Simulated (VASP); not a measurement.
Runs of VASP 6.6.1 on Sb. The structure is that of space group Im-3m (No. 229), or close to it. The cells are those of the table. 

```tsv
cell	gap on the mesh (eV)	pressure (GPa)
a = 3.046 Å, angles 109.5°, 1 atom	none	(b)
a = 3.027 Å, angles 109.5°, 1 atom	none	26.1
a = 2.968 Å, angles 109.5°, 1 atom	none	(a)
a = 2.947 Å, angles 109.5°, 1 atom	none	41.4
a = 2.988 Å, angles 109.5°, 1 atom	none	33.0
a = 2.927 Å, angles 109.5°, 1 atom	none	46.2
a = 3.008 Å, angles 109.5°, 1 atom	none	29.4
```

Alike in all rows: task single point; level PBE; potentials or basis VASP PAW PBE potentials, release 64 (Sb); no spin polarisation; k mesh 12 × 12 × 12; cutoff (eV) 500; smearing fermi-dirac 0.05 eV.

Question: Fill in the values left out.

Answer: (a) 37.0; (b) 23.1.

Caveats: spin-orbit coupling is left out, which moves the levels of the heavy elements.

A k mesh can miss the band edges, and the runs leave out spin-orbit coupling on Sb.

A gap of «none» marks levels without a gap at the run's occupations.
